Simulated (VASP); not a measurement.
# Al3Cu (P4/mmm) in VASP: further runs

Al3Cu is run at these levels: PBEsol; tasks: single point.

Program: VASP 6.6.1. These are calculated values, not measurements. Logs are shortened: lines on timing, memory, paths and dates and some standing lists are left out, and cuts for length are marked.

### 1 The cell of the first run

Symmetry: P4/mmm, No. 123, tetragonal system. Conventional cell: a = 2.696 Å, b = 2.696 Å, c = 7.353 Å, α = 90.00°, β = 90.00°, γ = 90.00°. Al (site symmetry 4/mmm) has 12 Al at 2.70 to 2.78 Å within 3.6 Å. Within 3.3 Å of Al (site symmetry 4mm) lie 4 Cu at 2.52 Å and 8 Al at 2.70 to 2.78 Å. Cu (site symmetry 4/mmm) has 8 Al at 2.52 Å and 4 Cu at 2.70 Å within 3.3 Å.

### 2 Single point, PBEsol (volume scaled by 0.91, then relaxed in part)

INCAR

```
PREC     = Accurate       # precision mode
ENCUT    = 520            # plane-wave cutoff, eV
EDIFF    = 1E-7           # SCF threshold, eV
ISMEAR   = 0              # smearing method
SIGMA    = 0.1            # smearing width, eV
LREAL    = F              # projectors in reciprocal space
LASPH    = T              # aspherical terms in the spheres
NELM     = 60             # most SCF steps
ALGO     = Fast           # electronic algorithm
ISIF     = 2              # what is computed and relaxed
LWAVE    = F              # write WAVECAR
LCHARG   = F              # write CHGCAR
GGA      = PS             # functional
NBANDS   = 18             # bands
```

KPOINTS

```
Automatic mesh
0
Gamma
  16 16 6
```

POSCAR

```
Al3Cu
1.0
    2.6962745016      0.0000000000      0.0000000000
    0.0000000000      2.6962745016      0.0000000000
    0.0000000000      0.0000000000      7.3533674592
Al Cu
3 1
Direct
    0.0000000000      0.0000000000      0.5000000000
    0.5000000000      0.5000000000      0.2246115363
    0.5000000000      0.5000000000      0.7753884637
    0.0000000000      0.0000000000      0.0000000000
```

Potentials or basis: VASP PAW PBE potentials, release 64 (Al, Cu).

On the command line:

```bash
$ cat potpaw_PBE.64/Al/POTCAR potpaw_PBE.64/Cu/POTCAR > POTCAR
$ mpirun -np 1 vasp_std > vasp.out
```

OUTCAR:

```text
PREC = Accurate
   ENCUT = 520
   EDIFF = 1E-7
   ISMEAR = 0
   LREAL = F
   LASPH = T
   NELM = 60
   ISIF = 2
   GGA = PS

 ion  position               nearest neighbor table
   1  0.000  0.000  0.500-   2 2.78   3 2.78   2 2.78   3 2.78   2 2.78   3 2.78   2 2.78   3 2.78

   2  0.500  0.500  0.225-   4 2.52   4 2.52   4 2.52   4 2.52   1 2.78   1 2.78   1 2.78   1 2.78
                             3 3.30
   3  0.500  0.500  0.775-   4 2.52   4 2.52   4 2.52   4 2.52   1 2.78   1 2.78   1 2.78   1 2.78
                             2 3.30
   4  0.000  0.000  0.000-   2 2.52   3 2.52   2 2.52   3 2.52   2 2.52   3 2.52   2 2.52   3 2.52

  LATTYP: Found a simple tetragonal cell.
 ALAT       =     2.6962745016
 C/A-ratio  =     2.7272325035

  Lattice vectors:

 A1 = (   2.6962745016,   0.0000000000,   0.0000000000)
 A2 = (   0.0000000000,   2.6962745016,   0.0000000000)
 A3 = (   0.0000000000,   0.0000000000,   7.3533674592)

Analysis of symmetry for initial positions (statically):
=====================================================================
 Subroutine PRICEL returns:
 Original cell was already a primitive cell.

 Routine SETGRP: Setting up the symmetry group for a
 simple tetragonal supercell.

 Subroutine GETGRP returns: Found 16 space group operations
 (whereof 16 operations were pure point group operations)
 out of a pool of 16 trial point group operations.

The static configuration has the point symmetry D_4h.

Analysis of symmetry for dynamics (positions and initial velocities):
=====================================================================
 Subroutine PRICEL returns:
 Original cell was already a primitive cell.

 Routine SETGRP: Setting up the symmetry group for a
 simple tetragonal supercell.

 Subroutine GETGRP returns: Found 16 space group operations
 (whereof 16 operations were pure point group operations)
 out of a pool of 16 trial point group operations.

The dynamic configuration has the point symmetry D_4h.

 Subroutine INISYM returns: Found 16 space group operations
 (whereof 16 operations are pure point group operations),
 and found     1 'primitive' translations

----------------------------------------------------------------------------------------

                                     Primitive cell

  volume of cell :      53.4582
[... 86 lines left out ...]
   ICHARG =      2    charge: 1-file 2-atom 10-const
   ISPIN  =      1    spin polarized calculation?
   LNONCOLLINEAR =      F non collinear calculations
   LSORBIT =      F    spin-orbit coupling
   LASPH  =      T    aspherical Exc in radial PAW
   ENCUT  =  520.0 eV  38.22 Ry    6.18 a.u.   5.01  5.01 13.67*2*pi/ulx,y,z
   NELM   =     60;   NELMIN=  2; NELMDL= -5     # of ELM steps
   EDIFF  = 0.1E-06   stopping-criterion for ELM
   LREAL  =      F    real-space projection
   EDIFFG = 0.1E-05   stopping-criterion for IOM
   NSW    =      0    number of steps for IOM
   IBRION =     -1    ionic relax: 0-MD 1-quasi-New 2-CG
   NFREE  =      0    steps in history (QN), initial steepest desc. (CG)
   ISIF   =      2    stress and relaxation
   ISYM   =      2    0-nonsym 1-usesym 2-fastsym
   POTIM  = 0.5000    time-step for ionic-motion
   TEBEG  =    0.0;   TEEND  =   0.0 temperature during run
   PSTRESS=    0.0 pullay stress
   NELECT =      20.0000    total number of electrons
   NUPDOWN=      -1.0000    fix difference up-down
   EMIN   =  10.00;   EMAX   =-10.00  energy-range for DOS
   EFERMI =   0.00;   METHOD = LEGACY
   ISMEAR =     0;   SIGMA  =   0.10  broadening in eV -4-tet -1-fermi 0-gaus
   EFERMI_NEDOS =   21; number of points for ismear=-14 and -15
   IALGO  =     68    algorithm
   IMIX   =      4    mixing-type and parameters
     AMIX     =   0.40;   BMIX     =  1.00
     AMIX_MAG =   1.60;   BMIX_MAG =  1.00
  volume/ion in A,a.u.               =      13.36        90.19
  Fermi-wavevector in a.u.,A,eV,Ry     =   1.179632  2.229182 18.932948  1.391532
  Thomas-Fermi vector in A             =   2.315940
   LORBIT       =      0    0 simple, 1 ext, 2 COOP (PROOUT), +10 PAW based schemes
   GGA     = PS    functional components
   LHFCALC =     F    Hartree Fock is set to
   AEXX    =    0.0000 exact exchange contribution
   IVDW    =     0    specifies the selected vdW correction
   LEPSILON=     F    determine dielectric tensor
   LRPA    =     F    only Hartree local field effects (RPA)
 non-spin polarized calculation
 RMM-DIIS sequential band-by-band and
 Gauss-broadening in eV      SIGMA  =   0.10
  energy-cutoff  :      520.00
  volume of cell :       53.46
 maximum number of plane-waves:      1464
   NGX = 11   NGY = 11   NGZ = 27

 number of electron      20.0000006 magnetization

 Free energy of the ion-electron system (eV)
  ---------------------------------------------------
  ext. energy  EPLUGINS =         0.00000000
  ---------------------------------------------------
  free energy    TOTEN  =       -16.77595062 eV

  energy without entropy =      -16.76804262  energy(sigma->0) =      -16.77199662

 E-fermi :   9.5041     XC(G=0): -11.3424

 val. band max:        9.5015321630   @ k =   0.3125   0.1875   0.1667
 cond. band min:       9.5188048269   @ k =   0.2500   0.0625   0.5000
 fundamental gap:      0.0172726639
 Fermi energy:         9.5040729380

 k-point     1 :       0.0000    0.0000    0.0000
  band No.  band energies     occupation
      1      -2.4116      2.00000
      2       0.1621      2.00000
      3       0.4601      2.00000
      4       4.5546      2.00000
      5       4.6658      2.00000
      6       5.5818      2.00000
[... 481 lines left out ...]
      5       4.7793      2.00000
      6       4.8425      2.00000
[... 10 lines left out ...]
     17      17.7853      0.00000
     18      19.6028      0.00000

 [... further k-points ...]
[... 5 lines left out ...]
  --------------------------------------------------------------------------------------
  -------------------------------------------------------------------------------------
  Total        3.9608242      3.9608242      3.9626387      0.0000000     -0.0000000      0.0000000
  in kB      118.7084599    118.7084599    118.7628423      0.0000000     -0.0000000      0.0000000
  external PRESSURE =     118.7265873 kB  Pullay stress =       0.0000000 kB

 VOLUME and BASIS-vectors are now :
 -----------------------------------------------------------------------------
  energy-cutoff  :      520.00
  volume of cell :       53.46
      direct lattice vectors                 reciprocal lattice vectors
     2.696274502  0.000000000  0.000000000     0.370882119  0.000000000  0.000000000
     0.000000000  2.696274502  0.000000000     0.000000000  0.370882119  0.000000000
     0.000000000  0.000000000  7.353367459     0.000000000  0.000000000  0.135992116

 POSITION                                       TOTAL-FORCE (eV/Angst)
 -----------------------------------------------------------------------------------
      0.00000      0.00000      3.67668         0.000000      0.000000      0.000000
      1.34814      1.34814      1.65165         0.000000     -0.000000      0.020558
      1.34814      1.34814      5.70172        -0.000000     -0.000000     -0.020558
      0.00000      0.00000      0.00000         0.000000      0.000000      0.000000
 -----------------------------------------------------------------------------------
    total drift:                                0.000000      0.000000     -0.000000

  FREE ENERGIE OF THE ION-ELECTRON SYSTEM (eV)
  ---------------------------------------------------
  free  energy   TOTEN  =       -16.7759506192 eV

  energy  without entropy=      -16.7680426201  energy(sigma->0) =      -16.77199662
```

OSZICAR:

```text
N       E                     dE             d eps       ncg     rms          rms(c)
DAV:   1     0.759915546526E+02    0.75992E+02   -0.84755E+03  6546   0.118E+03
DAV:   2    -0.154393106189E+02   -0.91431E+02   -0.84614E+02  6738   0.221E+02
DAV:   3    -0.201266833908E+02   -0.46874E+01   -0.45139E+01  8808   0.551E+01
DAV:   4    -0.202308732562E+02   -0.10419E+00   -0.10371E+00  9282   0.692E+00
[... 13 lines left out ...]
RMM:  18    -0.167759511351E+02   -0.38705E-06   -0.12519E-06  8694   0.102E-02    0.521E-03
RMM:  19    -0.167759507984E+02    0.33675E-06   -0.33617E-07  6534   0.556E-03    0.579E-03
RMM:  20    -0.167759504304E+02    0.36804E-06   -0.20363E-07  6189   0.483E-03    0.103E-02
RMM:  21    -0.167759505377E+02   -0.10738E-06   -0.26717E-07  6904   0.333E-03    0.666E-03
RMM:  22    -0.167759506192E+02   -0.81454E-07   -0.45561E-08  4698   0.301E-03
   1 F= -.16775951E+02 E0= -.16771997E+02  d E =-.790800E-02
```

stdout:

```text
POSCAR found type information on POSCAR AlCu
 POSCAR found :  2 types and       4 ions
 scaLAPACK will be used
 -----------------------------------------------------------------------------
|                                                                             |
|                                                                             |
|     You enforced a specific xc type in the INCAR file but a different       |
|     I HOPE YOU KNOW WHAT YOU ARE DOING!                                     |
|                                                                             |
 -----------------------------------------------------------------------------

 LDA part: xc-table for (Slater+PW92), standard interpolation
 POSCAR, INCAR and KPOINTS ok, starting setup
 FFT: planning ... GRIDC
 FFT: planning ... GRID_SOFT
 FFT: planning ... GRID
 WAVECAR not read
 entering main loop
WARNING in EDDRMM: call to ZHEGV failed, returncode =   6  3     18
```

Run time: 2.6 min. Hardware: 1 thread of Intel Xeon Platinum 8375C at 2.90GHz (Ice Lake), shared host; peak memory 0.28 GiB.

Results:

```yaml
Free_energy: -16.7760 eV
Pressure: 11.9 GPa
Largest_force: 0.021 eV/Å
Band_gap_on_the_k_mesh: zero (band 10 reaches 13.97 eV, above the bottom of band 11 at 7.60 eV)
```

Forces in eV/Å, atoms in the order of the input:
```
Al   0.000  0.000  0.000
Al   0.000  0.000  0.021
Al   0.000  0.000 -0.021
Cu   0.000  0.000  0.000
```

Levels at points of the mesh, in eV from the Fermi level:
| k point | band 6 | band 7 | band 8 | band 9 | band 10 | band 11 | band 12 | band 13 | band 14 | band 15 |
| --- | --- | --- | --- | --- | --- | --- | --- | --- | --- | --- |
| (0.00, 0.00, 0.00) | -3.92 | -3.92 | -3.47 | -1.96 | 0.63 | 6.40 | 7.10 | 7.10 | 8.06 | 9.59 |
| (0.50, 0.00, 0.00) | -4.39 | -4.01 | -3.92 | -3.81 | -2.47 | -1.90 | 2.72 | 4.15 | 4.30 | 5.54 |
| (0.50, 0.50, 0.00) | -2.76 | -2.76 | -0.59 | -0.36 | 0.07 | 0.07 | 0.47 | 0.47 | 0.53 | 2.59 |
| (0.00, 0.00, 0.50) | -3.92 | -3.92 | -3.81 | -3.47 | 4.33 | 5.91 | 6.37 | 7.66 | 7.66 | 7.85 |
| (0.50, 0.00, 0.50) | -4.67 | -4.01 | -3.81 | -2.80 | -1.14 | -1.02 | 0.05 | 1.04 | 8.97 | 9.05 |
| (0.50, 0.50, 0.50) | -1.99 | -1.99 | -1.85 | -1.85 | -0.63 | -0.60 | 0.58 | 2.10 | 3.24 | 3.24 |

Caveat: the PAW data sets were made with another functional, which shifts forces and pressure a little.

[end of part 1 of 3]
